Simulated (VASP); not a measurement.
# RbCl (Fm-3m) in VASP: notebook

The runs below take RbCl through single point, relaxation of cell and atoms, with r2SCANh, HSE06.

Program: VASP 6.6.1. These are calculated values, not measurements. Logs are shortened: lines on timing, memory, paths and dates and some standing lists are left out, and cuts for length are marked.

## 1. The cell of the first run

It takes space group Fm-3m (No. 225, cubic). Conventional cell: a = 6.611 Å, b = 6.611 Å, c = 6.611 Å, α = 90.00°, β = 90.00°, γ = 90.00°. Rb (site symmetry m-3m) has 6 Cl at 3.31 Å within 4.3 Å. Within 4.3 Å of Cl (site symmetry m-3m) lie 6 Rb at 3.31 Å.

## 2. Single point, r2SCANh

Contents of POSCAR:

```
RbCl
1.0
    0.0000000000      3.3057261382      3.3057261382
    3.3057261382      0.0000000000      3.3057261382
    3.3057261382      3.3057261382      0.0000000000
Rb Cl
1 1
Direct
    0.0000000000      0.0000000000      0.0000000000
    0.5000000000      0.5000000000      0.5000000000
```

Contents of INCAR.step1:

```
PREC = Accurate
ENCUT = 440
EDIFF = 1E-5
ISMEAR = 0
SIGMA = 0.01
LREAL = F
LASPH = T
NELM = 120
ALGO = Normal
ISIF = 2
LWAVE = T
LCHARG = F
NBANDS = 15
GGA = PE
GGA_COMPAT = F
```

Contents of INCAR.step2:

```
PREC = Accurate
ENCUT = 440
EDIFF = 1E-6
ISMEAR = 0
SIGMA = 0.01
LREAL = F
LASPH = T
NELM = 120
ALGO = Normal
ISIF = 2
LWAVE = F
LCHARG = F
METAGGA = R2SCAN
LHFCALC = T
AEXX = 0.1
LMIXTAU = T
PRECFOCK = Normal
NBANDS = 15
ISTART = 1
GGA_COMPAT = F
```

Contents of KPOINTS:

```
regular mesh
0
Gamma
  4 4 4
```

Potentials or basis: VASP PAW PBE potentials, release 64 (Rb_sv, Cl).

The run is started by

```sh
$ cat potpaw_PBE.64/Rb_sv/POTCAR potpaw_PBE.64/Cl/POTCAR > POTCAR
$ cp INCAR.step1 INCAR
$ mpirun -np 1 vasp_std > vasp.out
$ cp INCAR.step2 INCAR
$ mpirun -np 1 vasp_std > vasp.out
```

OUTCAR:

```text
PREC = Accurate
   ENCUT = 440
   EDIFF = 1E-6
   ISMEAR = 0
   LREAL = F
   LASPH = T
   NELM = 120
   ISIF = 2
   METAGGA = R2SCAN
   LHFCALC = T
   AEXX = 0.1
   PRECFOCK = Normal
   ISTART = 1

 ion  position               nearest neighbor table
   1  0.000  0.000  0.000-   2 3.31   2 3.31   2 3.31   2 3.31   2 3.31   2 3.31
   2  0.500  0.500  0.500-   1 3.31   1 3.31   1 3.31   1 3.31   1 3.31   1 3.31

  LATTYP: Found a face centered cubic cell.
 ALAT       =     6.6114522764

  Lattice vectors:

 A1 = (   0.0000000000,   3.3057261382,   3.3057261382)
 A2 = (   3.3057261382,   0.0000000000,   3.3057261382)
 A3 = (   3.3057261382,   3.3057261382,   0.0000000000)

Analysis of symmetry for initial positions (statically):
=====================================================================
 Subroutine PRICEL returns:
 Original cell was already a primitive cell.

 Routine SETGRP: Setting up the symmetry group for a
 face centered cubic supercell.

 Subroutine GETGRP returns: Found 48 space group operations
 (whereof 48 operations were pure point group operations)
 out of a pool of 48 trial point group operations.

The static configuration has the point symmetry O_h .

Analysis of symmetry for dynamics (positions and initial velocities):
=====================================================================
 Subroutine PRICEL returns:
 Original cell was already a primitive cell.

 Routine SETGRP: Setting up the symmetry group for a
 face centered cubic supercell.

 Subroutine GETGRP returns: Found 48 space group operations
 (whereof 48 operations were pure point group operations)
 out of a pool of 48 trial point group operations.

The dynamic configuration has the point symmetry O_h .

 Subroutine INISYM returns: Found 48 space group operations
 (whereof 48 operations are pure point group operations),
 and found     1 'primitive' translations

----------------------------------------------------------------------------------------

                                     Primitive cell

  volume of cell :      72.2488

  direct lattice vectors                    reciprocal lattice vectors
     0.000000000  3.305726138  3.305726138    -0.151252699  0.151252699  0.151252699
     3.305726138  0.000000000  3.305726138     0.151252699 -0.151252699  0.151252699
     3.305726138  3.305726138  0.000000000     0.151252699  0.151252699 -0.151252699

  length of vectors
     4.675002738  4.675002738  4.675002738     0.261977359  0.261977359  0.261977359

  position of ions in fractional coordinates (direct lattice)
     0.000000000  0.000000000  0.000000000
     0.500000000  0.500000000  0.500000000

  ion indices of the primitive-cell ions
   primitive index   ion index
                 1           1
                 2           2

----------------------------------------------------------------------------------------

 KPOINTS: regular mesh

Automatic generation of k-mesh.
 Grid dimensions read from file:
 generate k-points for:    4    4    4

 Generating k-lattice:

  Cartesian coordinates                     Fractional coordinates (reciprocal lattice)
    -0.037813175  0.037813175  0.037813175     0.250000000  0.000000000  0.000000000
     0.037813175 -0.037813175  0.037813175     0.000000000  0.250000000  0.000000000
     0.037813175  0.037813175 -0.037813175     0.000000000  0.000000000  0.250000000

  Length of vectors
     0.065494340  0.065494340  0.065494340

  Shift w.r.t. Gamma in fractional coordinates (k-lattice)
     0.000000000  0.000000000  0.000000000

 Subroutine IBZKPT returns following result:
 ===========================================

 Found      8 irreducible k-points:

 Following reciprocal coordinates:
            Coordinates               Weight
  0.000000  0.000000  0.000000      1.000000
  0.250000  0.000000  0.000000      8.000000
  0.500000  0.000000  0.000000      4.000000
  0.250000  0.250000  0.000000      6.000000
  0.500000  0.250000  0.000000     24.000000
 -0.250000  0.250000  0.000000     12.000000
  0.500000  0.500000  0.000000      3.000000
 -0.250000  0.500000  0.250000      6.000000
   k-points           NKPTS =      8   k-points in BZ     NKDIM =     64   number of bands    NBANDS=     15
   number of dos      NEDOS =    301   number of ions     NIONS =      2
   total plane-waves  NPLWV =  32768
   dimension x,y,z NGX =    32 NGY =   32 NGZ =   32
   dimension x,y,z NGXF=    64 NGYF=   64 NGZF=   64
   ions per type =               1   1
   NGX,Y,Z   is equivalent  to a cutoff of  11.38, 11.38, 11.38 a.u.
   NGXF,Y,Z  is equivalent  to a cutoff of  22.76, 22.76, 22.76 a.u.
 SYSTEM =  unknown system
   PREC   = accura    normal or accurate (medium, high low for compatibility)
   ISTART =      1    job   : 0-new  1-cont  2-samecut
   ICHARG =      0    charge: 1-file 2-atom 10-const
   ISPIN  =      1    spin polarized calculation?
   LNONCOLLINEAR =      F non collinear calculations
   LSORBIT =      F    spin-orbit coupling
   LASPH  =      T    aspherical Exc in radial PAW
   ENCUT  =  440.0 eV  32.34 Ry    5.69 a.u.   8.00  8.00  8.00*2*pi/ulx,y,z
   NELM   =    120;   NELMIN=  2; NELMDL=  0     # of ELM steps
   EDIFF  = 0.1E-05   stopping-criterion for ELM
   LREAL  =      F    real-space projection
   EDIFFG = 0.1E-04   stopping-criterion for IOM
   NSW    =      0    number of steps for IOM
   IBRION =     -1    ionic relax: 0-MD 1-quasi-New 2-CG
   NFREE  =      0    steps in history (QN), initial steepest desc. (CG)
   ISIF   =      2    stress and relaxation
   ISYM   =      3    0-nonsym 1-usesym 2-fastsym
   POTIM  = 0.5000    time-step for ionic-motion
   TEBEG  =    0.0;   TEEND  =   0.0 temperature during run
   PSTRESS=    0.0 pullay stress
   NELECT =      16.0000    total number of electrons
   NUPDOWN=      -1.0000    fix difference up-down
   EMIN   =  10.00;   EMAX   =-10.00  energy-range for DOS
   EFERMI =   0.00;   METHOD = LEGACY
   ISMEAR =     0;   SIGMA  =   0.01  broadening in eV -4-tet -1-fermi 0-gaus
   EFERMI_NEDOS =   21; number of points for ismear=-14 and -15
   IALGO  =     38    algorithm
   IMIX   =      1    mixing-type and parameters
     AMIX     =   0.40;   BMIX     =  1.00
     AMIX_MAG =   1.60;   BMIX_MAG =  1.00
  volume/ion in A,a.u.               =      36.12       243.78
  Fermi-wavevector in a.u.,A,eV,Ry     =   0.990462  1.871702 13.347527  0.981016
  Thomas-Fermi vector in A             =   2.122134
   LORBIT       =      0    0 simple, 1 ext, 2 COOP (PROOUT), +10 PAW based schemes
   METAGGA = R2SCAN    functional components
   LHFCALC =     T    Hartree Fock is set to
   PRECFOCK=normal    Normal, Fast or Accurate (Low or Medium for compatibility)
   ENCUT4O =  -1.0   cutoff for four orbital integrals eV
   NKREDX  =     1    reduce k-point grid by
   NKREDY  =     1    reduce k-point grid by
   NKREDZ  =     1    reduce k-point grid by
   AEXX    =    0.1000 exact exchange contribution
   HFSCREEN=    0.0000 screening length (either q_TF or 0.3 A-1)
   HFSCREENC=   0.0000 screening length for correlation (either q_TF or 0.3 A-1)
   ENCUTFOCK=  -1.0 apply spherical cutoff to Coloumb kernel
   IVDW    =     0    specifies the selected vdW correction
   LEPSILON=     F    determine dielectric tensor
   LRPA    =     F    only Hartree local field effects (RPA)
 non-spin polarized calculation
 Gauss-broadening in eV      SIGMA  =   0.01
  energy-cutoff  :      440.00
  volume of cell :       72.25
 maximum number of plane-waves:      1540
  NGX = 24; NGY = 24; NGZ = 24

 number of electron      16.0000002 magnetization

 Free energy of the ion-electron system (eV)
  ---------------------------------------------------
  ext. energy  EPLUGINS =         0.00000000
  ---------------------------------------------------
  free energy    TOTEN  =       -23.27377837 eV

  energy without entropy =      -23.27377837  energy(sigma->0) =      -23.27377837

 E-fermi :  -2.7906     XC(G=0):  -7.0548

 val. band max:       -2.8427565314   @ k =   0.0000   0.0000   0.0000
 cond. band min:       3.4084844978   @ k =   0.0000   0.0000   0.0000
 fundamental gap:      6.2512410292
 Fermi energy:        -2.7905779926

 k-point     1 :       0.0000    0.0000    0.0000
  band No.  band energies     occupation
      1     -28.0498      2.00000
      2     -15.7622      2.00000
      3     -11.1521      2.00000
      4     -11.1521      2.00000
      5     -11.1521      2.00000
      6      -2.8428      2.00000
      7      -2.8428      2.00000
      8      -2.8428      2.00000
      9       3.4085      0.00000
     10       6.5310      0.00000
     11       6.5310      0.00000
     12       6.5310      0.00000
     13       7.7164      0.00000
     14       7.7164      0.00000
     15      10.2211      0.00000

 k-point     2 :       0.2500    0.0000    0.0000
  band No.  band energies     occupation
      1     -28.0418      2.00000
      2     -15.7891      2.00000
      3     -11.1568      2.00000
      4     -11.1568      2.00000
      5     -11.1391      2.00000
      6      -3.3082      2.00000
      7      -3.0134      2.00000
      8      -3.0134      2.00000
      9       4.6615      0.00000
     10       6.1881      0.00000
     11       7.3222      0.00000
     12       7.3222      0.00000
     13       8.6061      0.00000
     14       8.6061      0.00000
     15      12.2682      0.00000
[... 77 lines left out ...]
      3     -11.4043      2.00000
      4     -11.2511      2.00000
      5     -11.2511      2.00000
      6      -3.1806      2.00000
      7      -2.9503      2.00000
      8      -2.9503      2.00000
      9       4.5561      0.00000
     10       6.7459      0.00000
     11       8.0404      0.00000
     12       8.9022      0.00000
     13       9.2556      0.00000
     14      10.4885      0.00000
     15      10.4885      0.00000

 k-point     8 :      -0.2500    0.5000    0.2500
  band No.  band energies     occupation
      1     -28.0292      2.00000
      2     -15.7437      2.00000
      3     -11.3277      2.00000
      4     -11.3277      2.00000
      5     -11.1392      2.00000
      6      -3.2759      2.00000
      7      -3.0914      2.00000
      8      -3.0914      2.00000
      9       6.0449      0.00000
     10       6.0449      0.00000
     11       8.0836      0.00000
     12       8.1205      0.00000
     13      10.4012      0.00000
     14      10.5412      0.00000
     15      11.0681      0.00000

------------------------ aborting loop because EDIFF is reached ----------------------------------------

  FORCE on cell =-STRESS in cart. coord.  units (eV):
  Direction    XX          YY          ZZ          XY          YZ          ZX
  --------------------------------------------------------------------------------------
  -------------------------------------------------------------------------------------
  Total       -0.0268388     -0.0268388     -0.0268388     -0.0000000      0.0000000      0.0000000
  in kB       -0.5951734     -0.5951734     -0.5951734     -0.0000000      0.0000000      0.0000000
  external PRESSURE =      -0.5951734 kB  Pullay stress =       0.0000000 kB

 VOLUME and BASIS-vectors are now :
 -----------------------------------------------------------------------------
  energy-cutoff  :      440.00
  volume of cell :       72.25
      direct lattice vectors                 reciprocal lattice vectors
     0.000000000  3.305726138  3.305726138    -0.151252699  0.151252699  0.151252699
     3.305726138  0.000000000  3.305726138     0.151252699 -0.151252699  0.151252699
     3.305726138  3.305726138  0.000000000     0.151252699  0.151252699 -0.151252699

 POSITION                                       TOTAL-FORCE (eV/Angst)
 -----------------------------------------------------------------------------------
      0.00000      0.00000      0.00000        -0.000000     -0.000000     -0.000000
      3.30573      3.30573      3.30573         0.000000      0.000000      0.000000
 -----------------------------------------------------------------------------------
    total drift:                               -0.000000     -0.000000     -0.000000

  FREE ENERGIE OF THE ION-ELECTRON SYSTEM (eV)
  ---------------------------------------------------
  free  energy   TOTEN  =       -23.2737783739 eV

  energy  without entropy=      -23.2737783739  energy(sigma->0) =      -23.27377837
```

Wall time 2 min (1 thread of Intel Xeon 6975P-C (Granite Rapids), shared host); peak memory 0.19 GiB.

What came out:

```
Free energy            : -23.2738 eV
Pressure               : -0.1 GPa
Band gap on the k mesh : 6.25 eV
```

Caveat: the PAW data sets were made with another functional, which shifts forces and pressure a little.

## 3. Relaxation of cell and atoms, HSE06

POSCAR is that of step 2.

Contents of INCAR.step1:

```
PREC = Accurate
ENCUT = 500
EDIFF = 1E-5
ISMEAR = -1
SIGMA = 0.02
LREAL = F
LASPH = T
NELM = 120
ALGO = Normal
LWAVE = T
LCHARG = F
GGA = PE
NBANDS = 15
GGA_COMPAT = F
IBRION = 2
ISIF = 3
EDIFFG = -0.005
NELMIN = 4
NSW = 100
```

Contents of INCAR.step2:

```
PREC = Accurate
ENCUT = 500
EDIFF = 1E-7
ISMEAR = -1
SIGMA = 0.02
LREAL = F
LASPH = T
NELM = 120
ALGO = Normal
ISIF = 3
LWAVE = F
LCHARG = F
GGA = PE
LHFCALC = T
HFSCREEN = 0.2079
PRECFOCK = Normal
IBRION = 2
NSW = 80
EDIFFG = -0.005
ISTART = 1
GGA_COMPAT = F
NELMIN = 4
```

Contents of KPOINTS:

```
Automatic mesh
0
Gamma
  4 4 4
```

Potentials or basis: VASP PAW PBE potentials, release 64 (Rb_sv, Cl).

The run is started by

```sh
$ cat potpaw_PBE.64/Rb_sv/POTCAR potpaw_PBE.64/Cl/POTCAR > POTCAR
$ cp INCAR.step1 INCAR
$ mpirun -np 1 vasp_std > vasp.out
$ cp INCAR.step2 INCAR
$ mpirun -np 1 vasp_std > vasp.out
```

Run time: 13 min. Hardware: 1 thread of Intel Xeon 6975P-C (Granite Rapids), shared host; peak memory 0.31 GiB.

Results (log left out):

- Free energy: -7.7419 eV
- Relaxed volume: 36.90 Å³/atom
- Relaxed cell: a = 4.708 Å, b = 4.708 Å, c = 4.708 Å, α = 60.00°, β = 60.00°, γ = 60.00°
- Space group after relaxing (to 0.1 Å): Fm-3m (No. 225)
- Energy gained by relaxing: 0.8 meV/atom
- Ionic steps: 3
- Pressure after relaxing: 0.0 GPa
- Band gap on the k mesh: 6.18 eV

Step by step:
```
step  energy change (eV)  largest force (eV/Å)  pressure (GPa)  volume (Å³)
   1              0.0000                0.0000            0.35        72.25
   2             -0.0013                0.0000            0.16        73.07
   3             -0.0017                0.0000            0.00        73.80
```

Final structure:
```cif
data_structure
_symmetry_space_group_name_H-M 'P 1'
_symmetry_Int_Tables_number 1
_cell_length_a 4.7083
_cell_length_b 4.7083
_cell_length_c 4.7083
_cell_angle_alpha 60.000
_cell_angle_beta 60.000
_cell_angle_gamma 60.000
_cell_volume 73.80
loop_
_atom_site_label
_atom_site_type_symbol
_atom_site_fract_x
_atom_site_fract_y
_atom_site_fract_z
_atom_site_occupancy
Rb1 Rb 0.00000 0.00000 0.00000 1
Cl1 Cl 0.50000 0.50000 0.50000 1
```

Levels at points of the mesh, in eV from the valence-band top:
| k point | band 5 | band 6 | band 7 | band 8 | band 9 | band 10 | band 11 | band 12 |
| --- | --- | --- | --- | --- | --- | --- | --- | --- |
| (0.00, 0.00, 0.00) | -8.46 | 0.00 | 0.00 | 0.00 | 6.18 | 9.37 | 9.37 | 9.37 |
| (0.50, 0.00, 0.00) | -8.43 | -0.83 | -0.32 | -0.32 | 8.91 | 9.23 | 11.58 | 11.58 |
| (0.50, 0.50, 0.00) | -8.55 | -0.34 | -0.11 | -0.11 | 7.51 | 9.35 | 10.87 | 11.58 |

Caveat: the PAW data sets were made with another functional, which shifts forces and pressure a little.
